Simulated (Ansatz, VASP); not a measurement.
# GeBr in VASP and in Ansatz

```
CELL_PARAMETERS angstrom
4.82680 0.00000 0.00000
-2.41340 4.18013 0.00000
0.00000 0.00000 5.56466
ATOMIC_POSITIONS crystal
Ge 0.00000 0.00000 0.00000
Ge 0.00000 0.00000 0.50000
Br 0.33333 0.66667 0.75000
Br 0.66667 0.33333 0.25000
```

Alike in both runs: functional PBE; k mesh 12 × 12 × 8; occupations gaussian, width 0.1 eV; no spin polarisation.

Ansatz relaxed the structure, and its values are those at the end. VASP's run is a single point on that final structure, the one shown.

|  | VASP | Ansatz |
| --- | --- | --- |
| version | VASP 6.6.1 | Ansatz 0.2.0 |
| potentials or method | VASP PAW PBE potentials, release 64 (Ge_d, Br), cutoff 520 eV | scalar-relativistic, plane waves, PAW |
| valence electrons in the cell | 42 | 42 |

|  | VASP | Ansatz | Ansatz less VASP |
| --- | --- | --- | --- |
| gap on the k mesh at the Fermi level (eV) | none | none | - |
| pressure (GPa) | 0.0 | 0.0 | -0.02 |

A gap of «none» marks a metal or a gap that the smearing closes. With one functional, cell and mesh, what is left measures potentials, basis and numerics.
